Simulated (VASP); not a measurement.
# ZnO (P6_3mc) in VASP: settings compared

ZnO is run at these levels: PBE-based screened hybrid with 25 % exact exchange, PBE-based screened hybrid with 35 % exact exchange, PBE-based screened hybrid with 50 % exact exchange; tasks: single point.

Everything below comes from runs of VASP 6.6.1. Logs are shortened: lines on timing, memory, paths and dates and some standing lists are left out, and cuts for length are marked.

## (1) The cell of the first run

The structure is hexagonal, space group P6_3mc (No. 186). The conventional cell has a = 3.249 Å, b = 3.249 Å, c = 5.206 Å, α = 90.00°, β = 90.00°, γ = 120.00°. Within 2.6 Å of Zn (site symmetry 3m) lie 4 O at 1.97 to 1.98 Å. O (site symmetry 3m) has 4 Zn at 1.97 to 1.98 Å within 2.6 Å.

## (2) Single point, PBE-based screened hybrid with 25 % exact exchange

File POSCAR:

```
ZnO
1.0
    3.2493080000      0.0000000000      0.0000000000
   -1.6246540000      2.8139832727      0.0000000000
    0.0000000000      0.0000000000      5.2057090000
Zn O
2 2
Direct
    0.6666666667      0.3333333333      0.0000000000
    0.3333333333      0.6666666667      0.5000000000
    0.3333333333      0.6666666667      0.8790100000
    0.6666666667      0.3333333333      0.3790100000
```

File INCAR.step1:

```
ALGO = Normal
EDIFF = 1E-5
ENCUT = 520
GGA = PE
ISIF = 2
ISMEAR = -1
LASPH = T
LCHARG = F
LREAL = F
LUSENCCL = F
LWAVE = T
NBANDS = 26
NELM = 60
PREC = Accurate
SIGMA = 0.05
```

File INCAR.step2:

```
AEXX = 0.25
ALGO = Normal
EDIFF = 1E-7
ENCUT = 520
GGA = PE
HFSCREEN = 0.2078699
ISIF = 2
ISMEAR = -1
ISTART = 1
LASPH = T
LCHARG = F
LHFCALC = T
LREAL = F
LUSENCCL = F
LWAVE = F
NBANDS = 26
NELM = 60
PREC = Accurate
PRECFOCK = Normal
SIGMA = 0.05
```

File KPOINTS:

```
k-points
0
Gamma
  5 5 3
```

Potentials or basis: VASP PAW PBE potentials, release 64 (Zn, O).

Run with:

```console
> cat potpaw_PBE.64/Zn/POTCAR potpaw_PBE.64/O/POTCAR > POTCAR
> cp INCAR.step1 INCAR
> mpirun -np 1 vasp_std > vasp.out
> cp INCAR.step2 INCAR
> mpirun -np 1 vasp_std > vasp.out
```

OUTCAR:

```text
AEXX = 0.25
   EDIFF = 1E-7
   ENCUT = 520
   GGA = PE
   HFSCREEN = 0.2078699
   ISIF = 2
   ISMEAR = -1
   ISTART = 1
   LASPH = T
   LHFCALC = T
   LREAL = F
   NELM = 60
   PREC = Accurate
   PRECFOCK = Normal

 ion  position               nearest neighbor table
   1  0.667  0.333  0.000-   4 1.97   3 1.98   3 1.98   3 1.98
   2  0.333  0.667  0.500-   3 1.97   4 1.98   4 1.98   4 1.98
   3  0.333  0.667  0.879-   2 1.97   1 1.98   1 1.98   1 1.98
   4  0.667  0.333  0.379-   1 1.97   2 1.98   2 1.98   2 1.98

  LATTYP: Found a hexagonal cell.
 ALAT       =     3.2493080000
 C/A-ratio  =     1.6020977390

  Lattice vectors:

 A1 = (   3.2493080000,   0.0000000000,   0.0000000000)
 A2 = (  -1.6246540000,   2.8139832727,   0.0000000000)
 A3 = (   0.0000000000,   0.0000000000,   5.2057090000)

Analysis of symmetry for initial positions (statically):
=====================================================================
 Subroutine PRICEL returns:
 Original cell was already a primitive cell.

 Routine SETGRP: Setting up the symmetry group for a
 hexagonal supercell.

 Subroutine GETGRP returns: Found 12 space group operations
 (whereof  6 operations were pure point group operations)
 out of a pool of 24 trial point group operations.

The static configuration has the point symmetry C_3v.
 The point group associated with its full space group is C_6v.

Analysis of symmetry for dynamics (positions and initial velocities):
=====================================================================
 Subroutine PRICEL returns:
 Original cell was already a primitive cell.

 Routine SETGRP: Setting up the symmetry group for a
 hexagonal supercell.

 Subroutine GETGRP returns: Found 12 space group operations
 (whereof  6 operations were pure point group operations)
 out of a pool of 24 trial point group operations.

The dynamic configuration has the point symmetry C_3v.
 The point group associated with its full space group is C_6v.

 Subroutine INISYM returns: Found 12 space group operations
 (whereof  6 operations are pure point group operations),
 and found     1 'primitive' translations

[... 85 lines left out ...]
   EDIFFG = 0.1E-05   stopping-criterion for IOM
   NSW    =      0    number of steps for IOM
   IBRION =     -1    ionic relax: 0-MD 1-quasi-New 2-CG
   NFREE  =      0    steps in history (QN), initial steepest desc. (CG)
   ISIF   =      2    stress and relaxation
   ISYM   =      3    0-nonsym 1-usesym 2-fastsym
   POTIM  = 0.5000    time-step for ionic-motion
   TEBEG  =    0.0;   TEEND  =   0.0 temperature during run
   PSTRESS=    0.0 pullay stress
   NELECT =      36.0000    total number of electrons
   NUPDOWN=      -1.0000    fix difference up-down
   EMIN   =  10.00;   EMAX   =-10.00  energy-range for DOS
   EFERMI =   0.00;   METHOD = LEGACY
   ISMEAR =    -1;   SIGMA  =   0.05  broadening in eV -4-tet -1-fermi 0-gaus
   EFERMI_NEDOS =   21; number of points for ismear=-14 and -15
   IALGO  =     38    algorithm
   IMIX   =      1    mixing-type and parameters
     AMIX     =   0.40;   BMIX     =  1.00
     AMIX_MAG =   1.60;   BMIX_MAG =  1.00
  volume/ion in A,a.u.               =      11.90        80.30
  Fermi-wavevector in a.u.,A,eV,Ry     =   1.491574  2.818667 30.270160  2.224794
  Thomas-Fermi vector in A             =   2.604212
   LORBIT       =      0    0 simple, 1 ext, 2 COOP (PROOUT), +10 PAW based schemes
   GGA     = PE    functional components
   LHFCALC =     T    Hartree Fock is set to
   PRECFOCK=normal    Normal, Fast or Accurate (Low or Medium for compatibility)
   ENCUT4O =  -1.0   cutoff for four orbital integrals eV
   NKREDX  =     1    reduce k-point grid by
   NKREDY  =     1    reduce k-point grid by
   NKREDZ  =     1    reduce k-point grid by
   AEXX    =    0.2500 exact exchange contribution
   HFSCREEN=    0.2079 screening length (either q_TF or 0.3 A-1)
   HFSCREENC=   0.2079 screening length for correlation (either q_TF or 0.3 A-1)
   ENCUTFOCK=  -1.0 apply spherical cutoff to Coloumb kernel
   IVDW    =     0    specifies the selected vdW correction
   LEPSILON=     F    determine dielectric tensor
   LRPA    =     F    only Hartree local field effects (RPA)
 non-spin polarized calculation
  energy-cutoff  :      520.00
  volume of cell :       47.60
 maximum number of plane-waves:      1289
  NGX = 20; NGY = 20; NGZ = 30

 number of electron      36.0000017 magnetization

 Free energy of the ion-electron system (eV)
  ---------------------------------------------------
  ext. energy  EPLUGINS =         0.00000000
  ---------------------------------------------------
  free energy    TOTEN  =       -22.70897151 eV

  energy without entropy =      -22.70897151  energy(sigma->0) =      -22.70897151

 E-fermi :   1.0595     XC(G=0):  -8.9178

 val. band max:       -0.0578849822   @ k =   0.0000   0.0000   0.0000
 cond. band min:       2.4237251229   @ k =   0.0000   0.0000   0.0000
 fundamental gap:      2.4816101051
 Fermi energy:         1.0594620397

 k-point     1 :       0.0000    0.0000    0.0000
  band No.  band energies     occupation
      1     -19.5431      2.00000
      2     -18.7885      2.00000
      3      -6.6858      2.00000
      4      -6.6858      2.00000
      5      -6.6571      2.00000
      6      -6.4855      2.00000
[... 279 lines left out ...]
     25      15.7964      0.00000
     26      16.7850      0.00000

------------------------ aborting loop because EDIFF is reached ----------------------------------------

  FORCE on cell =-STRESS in cart. coord.  units (eV):
  Direction    XX          YY          ZZ          XY          YZ          ZX
  --------------------------------------------------------------------------------------
  -------------------------------------------------------------------------------------
  Total        0.3850576      0.3850576      0.7982418      0.0000000     -0.0000000     -0.0000000
  in kB       12.9611650     12.9611650     26.8690782      0.0000000     -0.0000000     -0.0000000
  external PRESSURE =      17.5971361 kB  Pullay stress =       0.0000000 kB

 VOLUME and BASIS-vectors are now :
 -----------------------------------------------------------------------------
  energy-cutoff  :      520.00
  volume of cell :       47.60
      direct lattice vectors                 reciprocal lattice vectors
     3.249308000  0.000000000  0.000000000     0.307757836  0.177684070 -0.000000000
    -1.624654000  2.813983273  0.000000000     0.000000000  0.355368139  0.000000000
     0.000000000  0.000000000  5.205709000     0.000000000 -0.000000000  0.192096792

 POSITION                                       TOTAL-FORCE (eV/Angst)
 -----------------------------------------------------------------------------------
      1.62465      0.93799      0.00000        -0.000000      0.000000     -0.082554
     -0.00000      1.87599      2.60285         0.000000     -0.000000     -0.082554
     -0.00000      1.87599      4.57587        -0.000000     -0.000000      0.082554
      1.62465      0.93799      1.97302         0.000000      0.000000      0.082554
 -----------------------------------------------------------------------------------
    total drift:                               -0.000000     -0.000000     -0.001531

  FREE ENERGIE OF THE ION-ELECTRON SYSTEM (eV)
  ---------------------------------------------------
  free  energy   TOTEN  =       -22.7089715145 eV

  energy  without entropy=      -22.7089715145  energy(sigma->0) =      -22.70897151
```

OUTCAR.step1:

```text
EDIFF = 1E-5
   ENCUT = 520
   GGA = PE
   ISIF = 2
[... 504 lines left out ...]
      1.62465      0.93799      0.00000         0.000000      0.000000     -0.073971
     -0.00000      1.87599      2.60285        -0.000000      0.000000     -0.073971
     -0.00000      1.87599      4.57587        -0.000000      0.000000      0.073971
      1.62465      0.93799      1.97302         0.000000      0.000000      0.073971
 -----------------------------------------------------------------------------------
    total drift:                               -0.000000     -0.000000     -0.000450

  FREE ENERGIE OF THE ION-ELECTRON SYSTEM (eV)
  ---------------------------------------------------
  free  energy   TOTEN  =       -17.8146764614 eV

  energy  without entropy=      -17.8146619947  energy(sigma->0) =      -17.81466923
```

Wall time 26 min (1 × NVIDIA H100 80GB with 1 thread of AMD EPYC 7R13 (Zen 3), shared host); peak memory 1.2 GiB.

Results:

| Property | Result |
| --- | --- |
| Free energy | -22.7090 eV |
| Pressure | 1.8 GPa |
| Largest force | 0.083 eV/Å |
| Band gap on the k mesh | 2.48 eV |

Forces on the atoms (eV/Å):
```
Zn   0.000  0.000 -0.083
Zn   0.000  0.000 -0.083
O    0.000  0.000  0.083
O    0.000  0.000  0.083
```

Stress tensor (GPa, compression positive):
```
1.30 0.00 0.00
0.00 1.30 0.00
0.00 0.00 2.69
```

Caveat: the k points lie up to 0.45 Å⁻¹ apart; the PAW data sets were made with another functional, which shifts forces and pressure a little.

## (3) Single point, PBE-based screened hybrid with 35 % exact exchange

POSCAR is that of step 2.

File INCAR.step1:

```
SYSTEM = ZnO
ALGO = Normal
EDIFF = 1E-5
ENCUT = 520
GGA = PE
ISIF = 2
ISMEAR = -1
LASPH = .TRUE.
LCHARG = .FALSE.
LREAL = .FALSE.
LUSENCCL = .FALSE.
LWAVE = .TRUE.
NBANDS = 26
NELM = 80
PREC = Accurate
SIGMA = 0.05
```

File INCAR.step2:

```
SYSTEM = ZnO
AEXX = 0.35
ALGO = Normal
EDIFF = 1E-7
ENCUT = 520
GGA = PE
HFSCREEN = 0.2078699
ISIF = 2
ISMEAR = -1
ISTART = 1
LASPH = .TRUE.
LCHARG = .FALSE.
LHFCALC = .TRUE.
LREAL = .FALSE.
LUSENCCL = .FALSE.
LWAVE = .FALSE.
NBANDS = 26
NELM = 80
PREC = Accurate
PRECFOCK = Normal
SIGMA = 0.05
```

File KPOINTS:

```
k-points
0
G
  5 5 3
  0 0 0
```

Potentials or basis: VASP PAW PBE potentials, release 64 (Zn, O).

Run with:

```console
> cat potpaw_PBE.64/Zn/POTCAR potpaw_PBE.64/O/POTCAR > POTCAR
> cp INCAR.step1 INCAR
> mpirun -np 1 vasp_std > vasp.out
> cp INCAR.step2 INCAR
> mpirun -np 1 vasp_std > vasp.out
```

Wall time 30 min (1 × NVIDIA H100 80GB with 1 thread of AMD EPYC 7R13 (Zen 3), shared host); peak memory 1.2 GiB.

It converged, with:

```
Free energy            : -24.7821 eV
Pressure               : 0.3 GPa
Largest force          : 0.086 eV/Å
Band gap on the k mesh : 3.20 eV
```

Forces in eV/Å, atoms in the order of the input:
```
Zn   0.000  0.000 -0.086
Zn   0.000  0.000 -0.086
O    0.000  0.000  0.086
O    0.000  0.000  0.086
```

Stress tensor (GPa, compression positive):
```
-0.17  0.00  0.00
 0.00 -0.17  0.00
 0.00  0.00  1.09
```

Levels at points of the mesh, in eV from the valence-band top:
```
           k point  band 16  band 17  band 18  band 19  band 20  band 21
(0.00, 0.00, 0.00)    -0.05     0.00     0.00     3.20     8.01    11.17
```

Caveat: the k points lie up to 0.45 Å⁻¹ apart; the PAW data sets were made with another functional, which shifts forces and pressure a little.

(Continued in part 2 of 2.)
